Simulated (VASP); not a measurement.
# Ba2Tl5V3O12 (R-3m) in VASP: further runs

The runs below take Ba2Tl5V3O12 through single point, with PBE+U.

All numbers are computed with VASP 6.6.1; they aren't measurements. Logs are shortened: lines on timing, memory, paths and dates and some standing lists are left out, and cuts for length are marked.

### 1 The cell of the first run

It takes space group R-3m (No. 166, trigonal). Conventional cell: a = 8.474 Å, b = 8.474 Å, c = 18.385 Å, α = 90.00°, β = 90.00°, γ = 120.00°. Within 4.5 Å of Ba (site symmetry -3m) lie 12 O at 3.23 Å and 6 V at 3.92 Å and 8 Tl at 4.24 to 4.42 Å. Ba (site symmetry -3m) has 12 O at 3.22 Å and 6 Tl at 3.92 Å and 6 V at 4.24 Å within 4.3 Å. Within 2.4 Å of V (site symmetry 2/m) lie 4 O at 1.82 Å. Within 3.1 Å of Tl (site symmetry 2/m) lie 4 O at 2.36 Å and 2 Tl at 2.98 Å. Within 3.8 Å of Tl (site symmetry 3m) lie 3 V at 2.80 Å and 12 O at 2.84 to 3.77 Å and 3 Tl at 2.98 Å. O (site symmetry 1) has 1 V at 1.82 Å and 1 Tl at 2.36 Å within 2.4 Å.

### 2 Single point, PBE+U, collinear spin, ferromagnetic start

The input, INCAR:

```
PREC = Accurate
ENCUT = 600
EDIFF = 1E-6
ISMEAR = -1
SIGMA = 0.05
LREAL = False
LASPH = True
NELM = 200
ALGO = Normal
ISIF = 2
LWAVE = False
LCHARG = False
ISPIN = 2
MAGMOM = 0 0 2 2 2 0 0 0 0 0 0 0 0 0 0 0 0 0 0 0 0 0
LORBIT = 11
LMAXMIX = 4
LDAU = True
LDAUTYPE = 2
LDAUL = -1 2 -1 -1
LDAUU = 0 4 0 0
LDAUJ = 0 0 0 0
LDAUPRINT = 1
GGA = PE
NBANDS = 119
GGA_COMPAT = False
KPAR = 4
```

The input, KPOINTS:

```
regular mesh
0
Gamma
  4 4 4
```

The input, POSCAR:

```
Ba2Tl5V3O12
1.0
    4.2369800000      2.4462200000      6.1284000000
   -4.2369800000      2.4462200000      6.1284000000
    0.0000000000     -4.8924400000      6.1284000000
Ba V Tl O
2 3 5 12
Direct
    0.5000000000      0.5000000000      0.5000000000
    0.0000000000      0.0000000000      0.0000000000
    0.5000000000      0.5000000000      0.0000000000
    0.0000000000      0.5000000000      0.5000000000
    0.5000000000      0.0000000000      0.5000000000
    0.0000000000      0.0000000000      0.5000000000
    0.5000000000      0.0000000000      0.0000000000
    0.0000000000      0.5000000000      0.0000000000
    0.7404500000      0.7404500000      0.7404500000
    0.2595500000      0.2595500000      0.2595500000
    0.7165200000      0.0808900000      0.4124200000
    0.4124200000      0.7165200000      0.0808900000
    0.0808900000      0.4124200000      0.7165200000
    0.5875700000      0.9191100000      0.2834800000
    0.9191100000      0.2834800000      0.5875700000
    0.2834800000      0.5875700000      0.9191100000
    0.2834800000      0.9191100000      0.5875700000
    0.5875700000      0.2834800000      0.9191100000
    0.9191100000      0.5875700000      0.2834800000
    0.4124200000      0.0808900000      0.7165200000
    0.0808900000      0.7165200000      0.4124200000
    0.7165200000      0.4124200000      0.0808900000
```

Potentials or basis: VASP PAW PBE potentials, release 64 (Ba_sv, V_sv, Tl_d, O).

Command:

```console
$ cat potpaw_PBE.64/Ba_sv/POTCAR potpaw_PBE.64/V_sv/POTCAR potpaw_PBE.64/Tl_d/POTCAR potpaw_PBE.64/O/POTCAR > POTCAR
$ mpirun -np 4 vasp_std > vasp.out
```

OUTCAR:

```text
PREC = Accurate
   ENCUT = 600
   EDIFF = 1E-6
   ISMEAR = -1
   LREAL = False
   LASPH = True
   NELM = 200
   ISIF = 2
   ISPIN = 2
   LORBIT = 11
   GGA = PE

 ion  position               nearest neighbor table
   1  0.500  0.500  0.500-  16 3.23  18 3.23  14 3.23  19 3.23  15 3.23  17 3.23  12 3.23  22 3.23
                            20 3.23  13 3.23  21 3.23  11 3.23   7 4.24   8 4.24   7 4.24   8 4.24
   2  0.000  0.000  0.000-  13 3.22  20 3.22  11 3.22  21 3.22  12 3.22  22 3.22  19 3.22  14 3.22
                            15 3.22  17 3.22  16 3.22  18 3.22   6 3.92   6 3.92   8 3.92   7 3.92
   3  0.500  0.500  0.000-  12 1.82  22 1.82  18 1.82  16 1.82   9 2.80  10 2.80
   4  0.000  0.500  0.500-  21 1.82  13 1.82  15 1.82  19 1.82   9 2.80  10 2.80
   5  0.500  0.000  0.500-  11 1.82  20 1.82  17 1.82  14 1.82   9 2.80  10 2.80
   6  0.000  0.000  0.500-  15 2.36  17 2.36  11 2.36  21 2.36   9 2.98  10 2.98   2 3.92   2 3.92
                             1 4.24   1 4.24
   7  0.500  0.000  0.000-  14 2.36  18 2.36  20 2.36  12 2.36   9 2.98  10 2.98   2 3.92   2 3.92
                             1 4.24   1 4.24
   8  0.000  0.500  0.000-  19 2.36  16 2.36  13 2.36  22 2.36   9 2.98  10 2.98   2 3.92   2 3.92
                             1 4.24   1 4.24
   9  0.740  0.740  0.740-   3 2.80   4 2.80   5 2.80  12 2.84  22 2.84  21 2.84  11 2.84  13 2.84
                            20 2.84   6 2.98   7 2.98   8 2.98   1 4.42
  10  0.260  0.260  0.260-   3 2.80   4 2.80   5 2.80  16 2.84  18 2.84  17 2.84  15 2.84  14 2.84
                            19 2.84   6 2.98   7 2.98   8 2.98   1 4.42
  11  0.717  0.081  0.412-   5 1.82   6 2.36   9 2.84   2 3.22   1 3.23
  12  0.412  0.717  0.081-   3 1.82   7 2.36   9 2.84   2 3.22   1 3.23
  13  0.081  0.412  0.717-   4 1.82   8 2.36   9 2.84   2 3.22   1 3.23
  14  0.588  0.919  0.283-   5 1.82   7 2.36  10 2.84   2 3.22   1 3.23
  15  0.919  0.283  0.588-   4 1.82   6 2.36  10 2.84   2 3.22   1 3.23
  16  0.283  0.588  0.919-   3 1.82   8 2.36  10 2.84   2 3.22   1 3.23
  17  0.283  0.919  0.588-   5 1.82   6 2.36  10 2.84   2 3.22   1 3.23
  18  0.588  0.283  0.919-   3 1.82   7 2.36  10 2.84   2 3.22   1 3.23
  19  0.919  0.588  0.283-   4 1.82   8 2.36  10 2.84   2 3.22   1 3.23
  20  0.412  0.081  0.717-   5 1.82   7 2.36   9 2.84   2 3.22   1 3.23
  21  0.081  0.717  0.412-   4 1.82   6 2.36   9 2.84   2 3.22   1 3.23
  22  0.717  0.412  0.081-   3 1.82   8 2.36   9 2.84   2 3.22   1 3.23

  LATTYP: Found a trigonal (rhomboedric) cell.
 ALAT       =     7.8417650034
 COS(alpha) =     0.4161313237

  Lattice vectors:

 A1 = (   4.2369800000,   2.4462200000,   6.1284000000)
 A2 = (  -4.2369800000,   2.4462200000,   6.1284000000)
 A3 = (   0.0000000000,  -4.8924400000,   6.1284000000)

Analysis of symmetry for initial positions (statically):
=====================================================================
 Subroutine PRICEL returns:
 Original cell was already a primitive cell.
[... 316 lines left out ...]

 E-fermi :   3.9552     XC(G=0):  -9.9755

 val. band max:        3.9498280363   @ k =   0.5000   0.5000   0.2500
 cond. band min:       3.9651045044   @ k =   0.5000   0.2500   0.2500
 fundamental gap:      0.0152764681
 Fermi energy:         3.9551677731

 spin component 1

 k-point     1 :       0.0000    0.0000    0.0000
  band No.  band energies     occupation
      1     -61.2667      1.00000
      2     -61.2666      1.00000
      3     -61.2666      1.00000
      4     -35.2495      1.00000
      5     -35.2491      1.00000
      6     -35.2491      1.00000
[... 1458 lines left out ...]
    109       6.3758      0.00000
    110       6.5297      0.00000
 Fermi energy:         3.9551677731

 spin component 2

 k-point     1 :       0.0000    0.0000    0.0000
  band No.  band energies     occupation
      1     -61.8861      1.00000
      2     -61.8860      1.00000
      3     -61.8860      1.00000
      4     -35.7750      1.00000
      5     -35.7727      1.00000
      6     -35.7727      1.00000
[... 1458 lines left out ...]
    109       6.0154      0.00000
    110       6.1179      0.00000
 [bands above 110 left out]

------------------------ aborting loop because EDIFF is reached ----------------------------------------

  FORCE on cell =-STRESS in cart. coord.  units (eV):
  Direction    XX          YY          ZZ          XY          YZ          ZX
  --------------------------------------------------------------------------------------
  -------------------------------------------------------------------------------------
  Total        3.8265192      3.8265144      6.3156195     -0.0000000      0.0000000     -0.0000000
  in kB       16.0865976     16.0865773     26.5507171     -0.0000000      0.0000000     -0.0000000
  external PRESSURE =      19.5746307 kB  Pullay stress =       0.0000000 kB

 VOLUME and BASIS-vectors are now :
 -----------------------------------------------------------------------------
  energy-cutoff  :      600.00
  volume of cell :      381.11
      direct lattice vectors                 reciprocal lattice vectors
     4.236980000  2.446220000  6.128400000     0.118008582  0.068132329  0.054391576
    -4.236980000  2.446220000  6.128400000    -0.118008582  0.068132329  0.054391576
     0.000000000 -4.892440000  6.128400000     0.000000000 -0.136264659  0.054391576

 POSITION                                       TOTAL-FORCE (eV/Angst)
 -----------------------------------------------------------------------------------
      0.00000      0.00000      9.19260         0.000000      0.000000      0.000041
      0.00000      0.00000      0.00000         0.000000      0.000000      0.000014
      0.00000      2.44622      6.12840         0.000000     -0.000071     -0.000168
     -2.11849     -1.22311      6.12840         0.000061      0.000035     -0.000168
      2.11849     -1.22311      6.12840        -0.000061      0.000035     -0.000168
      0.00000     -2.44622      3.06420         0.000000      0.000004     -0.000069
[... 14 lines left out ...]
     -2.69315     -0.06710      7.41432        -0.270738      0.330720      0.454173
      1.28847      2.36589      7.41432         0.421782      0.069106      0.454173
 -----------------------------------------------------------------------------------
    total drift:                               -0.000000      0.000000      0.000044

  FREE ENERGIE OF THE ION-ELECTRON SYSTEM (eV)
  ---------------------------------------------------
  free  energy   TOTEN  =      -117.9567671844 eV

  energy  without entropy=     -117.9116544565  energy(sigma->0) =     -117.93421082

 total charge

# of ion       s       p       d       tot
------------------------------------------
    1        1.986   5.618   0.137   7.741
    2        1.986   5.616   0.139   7.742
    3        2.327   6.385   2.913  11.625
    4        2.327   6.385   2.913  11.625
    5        2.327   6.385   2.913  11.625
    6        0.987   0.393   9.747  11.128
[... 14 lines left out ...]
   21        1.582   3.363   0.000   4.945
   22        1.582   3.363   0.000   4.945
--------------------------------------------------
tot         35.182  72.871  57.608 165.661

 magnetization (x)

# of ion       s       p       d       tot
------------------------------------------
    1        0.000  -0.000   0.000   0.000
    2        0.000   0.001   0.002   0.004
    3       -0.039  -0.005  -0.597  -0.641
    4       -0.039  -0.005  -0.597  -0.641
    5       -0.039  -0.005  -0.597  -0.641
    6        0.004   0.006   0.003   0.013
[... 14 lines left out ...]
   21        0.001   0.048   0.000   0.049
   22        0.001   0.048   0.000   0.049
--------------------------------------------------
tot         -0.054   0.568  -1.803  -1.289
```

It took 12 min on 4 MPI ranks of Intel Xeon 6975P-C (Granite Rapids), shared host; peak memory 1.5 GiB.

What came out:

* Free energy: -117.9568 eV
* Pressure: 2.0 GPa
* Largest force: 0.624 eV/Å
* Net moment: -1.34 μB per cell
* Site moments: Ba +0.00; V -0.64; Tl +0.01, +0.00 (each value once); O +0.05 μB
* Valence electrons inside the program's atomic spheres: Ba 7.74; V 11.62; Tl 11.13, 11.29 (each value once); O 4.95

Forces in eV/Å, atoms in the order of the input:
```
Ba   0.000  0.000  0.000
Ba   0.000  0.000  0.000
V    0.000  0.000  0.000
V    0.000  0.000  0.000
V    0.000  0.000  0.000
Tl   0.000  0.000  0.000
Tl   0.000  0.000  0.000
Tl   0.000  0.000  0.000
Tl   0.000  0.000  0.231
Tl   0.000  0.000 -0.231
O    0.271  0.331  0.454
O   -0.422  0.069  0.454
O    0.151 -0.400  0.454
O    0.151  0.400 -0.454
O    0.271 -0.331 -0.454
O   -0.422 -0.069 -0.454
O   -0.271 -0.331 -0.454
O    0.422 -0.069 -0.454
O   -0.151  0.400 -0.454
O   -0.151 -0.400  0.454
O   -0.271  0.331  0.454
O    0.422  0.069  0.454
```

Stress tensor (GPa, compression positive):
```
1.61 0.00 0.00
0.00 1.61 0.00
0.00 0.00 2.66
```

Eigenvalues of the final occupation matrices:
| site | spin | trace | eigenvalues |
| --- | --- | --- | --- |
| site 3 d | 1 | 1.18 | 0.17 0.17 0.18 0.23 0.42 |
| site 3 d | 2 | 1.77 | 0.20 0.21 0.23 0.45 0.68 |
| site 4 d | 1 | 1.18 | 0.17 0.17 0.18 0.23 0.42 |
| site 4 d | 2 | 1.77 | 0.20 0.21 0.23 0.45 0.68 |
| site 5 d | 1 | 1.18 | 0.17 0.17 0.18 0.23 0.42 |
| site 5 d | 2 | 1.77 | 0.20 0.21 0.23 0.45 0.68 |

Caveat: spin-orbit coupling is left out, which moves the levels of the heavy elements. The state reached can hang on the start; a lower one may exist.

(Continued in part 2 of 2.)
